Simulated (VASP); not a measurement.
Crystal: TlHgBr3.

```
CELL_PARAMETERS angstrom
5.05167 0.00000 0.00000
0.00000 5.05167 0.00000
0.00000 0.00000 5.05167
ATOMIC_POSITIONS crystal
Tl 0.00000 0.00000 0.00000
Hg 0.50000 0.50000 0.50000
Br 0.50000 0.50000 0.00000
Br 0.50000 0.00000 0.50000
Br 0.00000 0.50000 0.50000
```

| Property | Result |
| --- | --- |
| Program | VASP 6.6.1 |
| Task | relaxation of cell and atoms |
| Functional | PBE |
| Potentials or basis | VASP PAW PBE potentials, release 64 (Tl_d, Hg, Br) |
| Cutoff | 600 eV |
| k mesh | 4 × 4 × 4 |
| Occupations | fermi-dirac, width 0.02 eV |
| Spin | no spin polarisation |

At the start: pressure 17.3 GPa; volume 25.78 Å³/atom.

How do energy, volume and symmetry change on relaxing?

Over 5 steps the energy falls by 372.1 meV/atom and the volume is 35.26 Å³/atom (+36.7 %); space group Pm-3m (No. 221, to 0.1 Å) before and after.

Step by step:
```csv
step,energy change (eV),largest force (eV/Å),pressure (GPa),volume (Å³)
1,0.0000,0.0000,17.30,128.92
2,-1.8062,0.0000,-1.36,188.16
3,-1.8590,0.0000,0.26,174.40
4,-1.8604,0.0000,-0.03,176.44
5,-1.8605,0.0000,-0.01,176.28
```

Final structure:
```xyz
5
Lattice="5.6070 0.0000 0.0000 0.0000 5.6070 0.0000 0.0000 0.0000 5.6070" Properties=species:S:1:pos:R:3 pbc="T T T"
Tl    5.6070    5.6070    5.6070
Hg    2.8035    2.8035    2.8035
Br    2.8035    2.8035    5.6070
Br    2.8035    0.0000    2.8035
Br    0.0000    2.8035    2.8035
```

Caveat: the volume moved by over 15 % at a fixed basis, so the end points are rough.
